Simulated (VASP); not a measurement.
ZnAu, 2 atoms in the cell. Symmetry: Pm-3m, No. 221, cubic system. Conventional cell: a = 3.187 Å, b = 3.187 Å, c = 3.187 Å, α = 90.00°, β = 90.00°, γ = 90.00°. Zn (site symmetry m-3m) has 8 Au at 2.76 Å and 6 Zn at 3.19 Å within 3.6 Å. Within 3.6 Å of Au (site symmetry m-3m) lie 8 Zn at 2.76 Å and 6 Au at 3.19 Å. 

| Item | Value |
| --- | --- |
| Program | VASP 6.6.1 |
| Task | single point |
| Functional | PBE |
| Potentials or basis | VASP PAW PBE potentials, release 64 (Zn, Au) |
| Cutoff | 520 eV |
| k mesh | 14 × 14 × 14 |
| Occupations | gaussian, width 0.1 eV |
| Spin | no spin polarisation |
| Dipole correction | no |
| Further INCAR settings | ALGO = Normal; EDIFF = 1e-07; NBANDS = 18 |

Potentials or basis: VASP PAW PBE potentials, release 64 (Zn, Au).

Command:

```sh
$ cat potpaw_PBE.64/Zn/POTCAR potpaw_PBE.64/Au/POTCAR > POTCAR
$ mpirun -np 1 vasp_std > vasp.out
```

Hardware: 1 thread of Intel(R) Xeon(R) Platinum 8488C (Sapphire Rapids) (shared host).

Q: How long does it take, and how much memory?

A: Wall time 29 s on 1 thread of Intel(R) Xeon(R) Platinum 8488C (Sapphire Rapids), on a shared host, peak memory 0.19 GiB. Counts: scf iterations 13, k points 120.
